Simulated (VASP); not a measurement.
Cl:

```
CELL_PARAMETERS angstrom
3.08080 -2.20407 0.00000
3.08080 2.20407 0.00000
0.00000 0.00000 8.04240
ATOMIC_POSITIONS crystal
Cl 0.37000 0.63000 0.40000
Cl 0.13000 0.87000 0.90000
Cl 0.63000 0.37000 0.60000
Cl 0.87000 0.13000 0.10000
```

Base run:

* Program: VASP 6.6.1
* Functional: PBE
* Potentials or basis: VASP PAW PBE potentials, release 64 (Cl)
* Cutoff: 520 eV
* k mesh: 7 × 7 × 4
* Occupations: fermi-dirac, width 0.05 eV
* Spin: no spin polarisation

Its results: band gap on the k mesh 2.77 eV, indirect (least direct gap 2.84 eV); pressure 2.2 GPa; largest force 0.597 eV/Å.

The run is repeated on the same cell with these changes: functional from PBE to LDA; potentials or basis from VASP PAW PBE potentials, release 64 (Cl) to VASP PAW LDA potentials, release 64 (Cl). What comes out?

Band gap on the k mesh 2.59 eV, indirect (least direct gap 2.66 eV); pressure -1.1 GPa; largest force 0.456 eV/Å.

A k mesh can miss the band edges.
